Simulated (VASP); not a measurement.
# S (Fm-3m) in VASP: further runs

The runs below take S through single point, with PBEsol.

All numbers are computed with VASP 6.6.1; they aren't measurements. Logs are shortened: lines on timing, memory, paths and dates and some standing lists are left out, and cuts for length are marked.

## Step 1: The cell of the first run

It takes space group Fm-3m (No. 225, cubic). Conventional cell: a = 3.907 Å, b = 3.907 Å, c = 3.907 Å, α = 90.00°, β = 90.00°, γ = 90.00°. Within 3.6 Å of S (site symmetry m-3m) lie 12 S at 2.76 Å.

## Step 2: Single point, PBEsol

INCAR reads:

```
PREC = Accurate
ENCUT = 520
EDIFF = 1E-6
ISMEAR = 1
SIGMA = 0.1
LREAL = F
LASPH = T
NELM = 80
ALGO = Normal
ISIF = 2
LWAVE = F
LCHARG = F
GGA = PS
NBANDS = 9
```

KPOINTS reads:

```
regular mesh
0
Gamma
  12 12 12
```

POSCAR reads:

```
S
1.0
    0.0000000000      1.9536375559      1.9536375559
    1.9536375559      0.0000000000      1.9536375559
    1.9536375559      1.9536375559      0.0000000000
S
1
Direct
    0.0000000000      0.0000000000      0.0000000000
```

Potentials or basis: VASP PAW PBE potentials, release 64 (S).

The run is started by

```
> cat potpaw_PBE.64/S/POTCAR > POTCAR
> mpirun -np 1 vasp_std > vasp.out
```

OUTCAR:

```text
PREC = Accurate
   ENCUT = 520
   EDIFF = 1E-6
   ISMEAR = 1
   LREAL = F
   LASPH = T
   NELM = 80
   ISIF = 2
   GGA = PS

 ion  position               nearest neighbor table
   1  0.000  0.000  0.000-

  LATTYP: Found a face centered cubic cell.
 ALAT       =     3.9072751118

  Lattice vectors:

 A1 = (   0.0000000000,   1.9536375559,   1.9536375559)
 A2 = (   1.9536375559,   0.0000000000,   1.9536375559)
 A3 = (   1.9536375559,   1.9536375559,   0.0000000000)

Analysis of symmetry for initial positions (statically):
=====================================================================
 Subroutine PRICEL returns:
 Original cell was already a primitive cell.

 Routine SETGRP: Setting up the symmetry group for a
 face centered cubic supercell.

 Subroutine GETGRP returns: Found 48 space group operations
 (whereof 48 operations were pure point group operations)
 out of a pool of 48 trial point group operations.

The static configuration has the point symmetry O_h .

Analysis of symmetry for dynamics (positions and initial velocities):
=====================================================================
 Subroutine PRICEL returns:
 Original cell was already a primitive cell.

 Routine SETGRP: Setting up the symmetry group for a
 face centered cubic supercell.

 Subroutine GETGRP returns: Found 48 space group operations
 (whereof 48 operations were pure point group operations)
 out of a pool of 48 trial point group operations.

The dynamic configuration has the point symmetry O_h .

 Subroutine INISYM returns: Found 48 space group operations
 (whereof 48 operations are pure point group operations),
 and found     1 'primitive' translations

----------------------------------------------------------------------------------------

                                     Primitive cell

  volume of cell :      14.9129

  direct lattice vectors                    reciprocal lattice vectors
     0.000000000  1.953637556  1.953637556    -0.255932836  0.255932836  0.255932836
     1.953637556  0.000000000  1.953637556     0.255932836 -0.255932836  0.255932836
     1.953637556  1.953637556  0.000000000     0.255932836  0.255932836 -0.255932836

  length of vectors
     2.762860728  2.762860728  2.762860728     0.443288675  0.443288675  0.443288675

  position of ions in fractional coordinates (direct lattice)
     0.000000000  0.000000000  0.000000000

  ion indices of the primitive-cell ions
   primitive index   ion index
                 1           1

----------------------------------------------------------------------------------------

 KPOINTS: regular mesh

Automatic generation of k-mesh.
 Grid dimensions read from file:
 generate k-points for:   12   12   12

 Generating k-lattice:

  Cartesian coordinates                     Fractional coordinates (reciprocal lattice)
    -0.021327736  0.021327736  0.021327736     0.083333333  0.000000000  0.000000000
     0.021327736 -0.021327736  0.021327736     0.000000000  0.083333333  0.000000000
     0.021327736  0.021327736 -0.021327736     0.000000000  0.000000000  0.083333333

  Length of vectors
     0.036940723  0.036940723  0.036940723

  Shift w.r.t. Gamma in fractional coordinates (k-lattice)
     0.000000000  0.000000000  0.000000000

 Subroutine IBZKPT returns following result:
 ===========================================

 Found     72 irreducible k-points:

 Following reciprocal coordinates:
            Coordinates               Weight
  0.000000  0.000000  0.000000      1.000000
  0.083333  0.000000  0.000000      8.000000
  0.166667  0.000000  0.000000      8.000000
  0.250000  0.000000  0.000000      8.000000
  0.333333  0.000000  0.000000      8.000000
  0.416667  0.000000  0.000000      8.000000
[... 16 lines left out ...]
  0.500000  0.166667  0.000000     24.000000
 -0.416667  0.166667  0.000000     24.000000
 [... further k-points ...]
   k-points           NKPTS =     72   k-points in BZ     NKDIM =     72   number of bands    NBANDS=      9
   number of dos      NEDOS =    301   number of ions     NIONS =      1
   total plane-waves  NPLWV =  13824
   dimension x,y,z NGX =    24 NGY =   24 NGZ =   24
   dimension x,y,z NGXF=    48 NGYF=   48 NGZF=   48
   ions per type =               1
   NGX,Y,Z   is equivalent  to a cutoff of  14.44, 14.44, 14.44 a.u.
   NGXF,Y,Z  is equivalent  to a cutoff of  28.88, 28.88, 28.88 a.u.
 SYSTEM =  unknown system
   PREC   = accura    normal or accurate (medium, high low for compatibility)
   ISTART =      0    job   : 0-new  1-cont  2-samecut
   ICHARG =      2    charge: 1-file 2-atom 10-const
   ISPIN  =      1    spin polarized calculation?
   LNONCOLLINEAR =      F non collinear calculations
   LSORBIT =      F    spin-orbit coupling
   LASPH  =      T    aspherical Exc in radial PAW
   ENCUT  =  520.0 eV  38.22 Ry    6.18 a.u.   5.14  5.14  5.14*2*pi/ulx,y,z
   NELM   =     80;   NELMIN=  2; NELMDL= -5     # of ELM steps
   EDIFF  = 0.1E-05   stopping-criterion for ELM
   LREAL  =      F    real-space projection
   EDIFFG = 0.1E-04   stopping-criterion for IOM
   NSW    =      0    number of steps for IOM
   IBRION =     -1    ionic relax: 0-MD 1-quasi-New 2-CG
   NFREE  =      0    steps in history (QN), initial steepest desc. (CG)
   ISIF   =      2    stress and relaxation
   ISYM   =      2    0-nonsym 1-usesym 2-fastsym
   POTIM  = 0.5000    time-step for ionic-motion
   TEBEG  =    0.0;   TEEND  =   0.0 temperature during run
   PSTRESS=    0.0 pullay stress
   NELECT =       6.0000    total number of electrons
   NUPDOWN=      -1.0000    fix difference up-down
   EMIN   =  10.00;   EMAX   =-10.00  energy-range for DOS
   EFERMI =   0.00;   METHOD = LEGACY
   ISMEAR =     1;   SIGMA  =   0.10  broadening in eV -4-tet -1-fermi 0-gaus
   EFERMI_NEDOS =   21; number of points for ismear=-14 and -15
   IALGO  =     38    algorithm
   IMIX   =      4    mixing-type and parameters
     AMIX     =   0.40;   BMIX     =  1.00
     AMIX_MAG =   1.60;   BMIX_MAG =  1.00
  volume/ion in A,a.u.               =      14.91       100.64
  Fermi-wavevector in a.u.,A,eV,Ry     =   1.208568  2.283863 19.873182  1.460638
  Thomas-Fermi vector in A             =   2.344172
   LORBIT       =      0    0 simple, 1 ext, 2 COOP (PROOUT), +10 PAW based schemes
   GGA     = PS    functional components
   LHFCALC =     F    Hartree Fock is set to
   AEXX    =    0.0000 exact exchange contribution
   IVDW    =     0    specifies the selected vdW correction
   LEPSILON=     F    determine dielectric tensor
   LRPA    =     F    only Hartree local field effects (RPA)
 non-spin polarized calculation
 Methfessel and Paxton  Order N= 1 SIGMA  =   0.10
  energy-cutoff  :      520.00
  volume of cell :       14.91
 maximum number of plane-waves:       419
 NGX is ok and might be reduce to    24
   NGX = 11   NGY = 11   NGZ = 11

 number of electron       6.0000001 magnetization

 Free energy of the ion-electron system (eV)
  ---------------------------------------------------
  ext. energy  EPLUGINS =         0.00000000
  ---------------------------------------------------
  free energy    TOTEN  =        -3.32627901 eV

  energy without entropy =       -3.32563746  energy(sigma->0) =       -3.32606516

 E-fermi :   8.2870     XC(G=0): -11.5909

 val. band max:        8.2634935193   @ k =  -0.4167   0.3333   0.0000
 cond. band min:       8.3122808749   @ k =   0.3333   0.2500   0.0833
 fundamental gap:      0.0487873556
 Fermi energy:         8.2870449156

 k-point     1 :       0.0000    0.0000    0.0000
  band No.  band energies     occupation
      1      -9.0593      2.00000
      2      11.8508      0.00000
      3      11.8508      0.00000
      4      11.8508      0.00000
      5      20.4297      0.00000
      6      20.4297      0.00000
      7      20.4297      0.00000
      8      23.4840      0.00000
      9      26.1112      0.00000

 k-point     2 :       0.0833    0.0000    0.0000
  band No.  band energies     occupation
      1      -8.8839      2.00000
      2      10.8596      0.00000
      3      11.7121      0.00000
      4      11.7121      0.00000
      5      20.1298      0.00000
      6      20.7339      0.00000
      7      20.7339      0.00000
      8      24.0336      0.00000
      9      25.5790      0.00000

 k-point     3 :       0.1667    0.0000    0.0000
  band No.  band energies     occupation
      1      -8.3631      2.00000
      2       8.5841     -0.00022
      3      11.3784      0.00000
      4      11.3784      0.00000
      5      19.4410      0.00000
      6      21.2757      0.00000
      7      21.2757      0.00000
      8      24.8928      0.00000
      9      24.9816      0.00000

 k-point     4 :       0.2500    0.0000    0.0000
  band No.  band energies     occupation
      1      -7.5168      2.00000
      2       5.9316      2.00000
      3      11.0014      0.00000
      4      11.0014      0.00000
      5      18.7719      0.00000
      6      21.0845      0.00000
      7      21.0845      0.00000
      8      25.5397      0.00000
      9      25.5397      0.00000
[... 205 lines left out ...]
 k-point    22 :       0.4167    0.1667    0.0000
  band No.  band energies     occupation
      1      -5.4155      2.00000
      2       3.0530      2.00000
      3       8.4716     -0.02549
      4       9.2671     -0.00000
      5      16.9012      0.00000
      6      20.3025      0.00000
      7      22.6464      0.00000
      8      24.1954      0.00000
      9      30.4493      0.00000

 k-point    23 :       0.5000    0.1667    0.0000
  band No.  band energies     occupation
      1      -4.3139      2.00000
      2       1.3038      2.00000
      3       7.8277      2.00000
      4       9.3936     -0.00000
      5      16.8875      0.00000
      6      20.7639      0.00000
      7      21.9141      0.00000
      8      25.5655      0.00000
      9      30.1016      0.00000

 k-point    24 :      -0.4167    0.1667    0.0000
  band No.  band energies     occupation
      1      -4.0950      2.00000
      2       1.0003      2.00000
      3       7.3834      2.00000
      4       9.7370     -0.00000
      5      17.2893      0.00000
      6      20.8406      0.00000
      7      21.4631      0.00000
      8      26.7607      0.00000
      9      29.0021      0.00000

 [... further k-points ...]

------------------------ aborting loop because EDIFF is reached ----------------------------------------

  FORCE on cell =-STRESS in cart. coord.  units (eV):
  Direction    XX          YY          ZZ          XY          YZ          ZX
  --------------------------------------------------------------------------------------
  -------------------------------------------------------------------------------------
  Total        0.0576205      0.0576205      0.0576205      0.0000000      0.0000000     -0.0000000
  in kB        6.1905019      6.1905019      6.1905019      0.0000000      0.0000000     -0.0000000
  external PRESSURE =       6.1905019 kB  Pullay stress =       0.0000000 kB

 VOLUME and BASIS-vectors are now :
 -----------------------------------------------------------------------------
  energy-cutoff  :      520.00
  volume of cell :       14.91
      direct lattice vectors                 reciprocal lattice vectors
     0.000000000  1.953637556  1.953637556    -0.255932836  0.255932836  0.255932836
     1.953637556  0.000000000  1.953637556     0.255932836 -0.255932836  0.255932836
     1.953637556  1.953637556  0.000000000     0.255932836  0.255932836 -0.255932836

 POSITION                                       TOTAL-FORCE (eV/Angst)
 -----------------------------------------------------------------------------------
      0.00000      0.00000      0.00000         0.000000     -0.000000      0.000000
 -----------------------------------------------------------------------------------
    total drift:                                0.000000      0.000000      0.000000

  FREE ENERGIE OF THE ION-ELECTRON SYSTEM (eV)
  ---------------------------------------------------
  free  energy   TOTEN  =        -3.3262790084 eV

  energy  without entropy=       -3.3256374555  energy(sigma->0) =       -3.32606516
```

Run time: 4.4 s. Hardware: 1 thread of Intel Xeon Platinum 8488C (Sapphire Rapids), shared host; peak memory 0.13 GiB.

Results:

```yaml
Free_energy: -3.3263 eV
Pressure: 0.6 GPa
Band_gap_on_the_k_mesh: zero (band 3 reaches 11.85 eV, above the bottom of band 4 at 5.44 eV)
```

Caveat: the PAW data sets were made with another functional, which shifts forces and pressure a little.

## Step 3: Single point, PBEsol

This run uses another cell than the first one, of 15.23 Å³/atom, 1.021 times its volume.

INCAR reads:

```
SYSTEM = S
PREC = Accurate
ENCUT = 520
EDIFF = 1E-7
ISMEAR = 1
SIGMA = 0.1
LREAL = .False.
LASPH = .True.
NELM = 100
ALGO = Normal
ISIF = 2
LWAVE = .False.
LCHARG = .False.
GGA = PS
NBANDS = 9
```

KPOINTS reads:

```
Automatic mesh
0
Gamma
  12 12 12
  0 0 0
```

POSCAR reads:

```
S
1.0
    0.0000000000      1.9673960202      1.9673960202
    1.9673960202      0.0000000000      1.9673960202
    1.9673960202      1.9673960202      0.0000000000
S
1
Direct
    0.0000000000      0.0000000000      0.0000000000
```

Potentials or basis: VASP PAW PBE potentials, release 64 (S).

The run is started by

```
> cat potpaw_PBE.64/S/POTCAR > POTCAR
> mpirun -np 1 vasp_std > vasp.out
```

Wall time 5.8 s (1 thread of Intel Xeon Platinum 8488C (Sapphire Rapids), shared host); peak memory 0.13 GiB.

It converged, with:

| Quantity | Value |
| --- | --- |
| Free energy | -3.3258 eV |
| Pressure | -1.3 GPa |
| Band gap on the k mesh | zero (band 3 reaches 11.41 eV, above the bottom of band 4 at 5.23 eV) |

Levels at points of the mesh, in eV from the Fermi level:
```tsv
k point	band 1	band 2	band 3	band 4	band 5	band 6	band 7	band 8
(0.00, 0.00, 0.00)	-17.12	3.45	3.45	3.45	12.14	12.14	12.14	14.85
(0.50, 0.00, 0.00)	-12.72	-7.81	2.07	2.07	9.54	11.32	11.32	17.11
(0.50, 0.50, 0.00)	-10.94	-6.75	-0.85	-0.85	5.18	5.66	22.36	23.75
```

Caveat: the PAW data sets were made with another functional, which shifts forces and pressure a little.

[end of part 1 of 2]
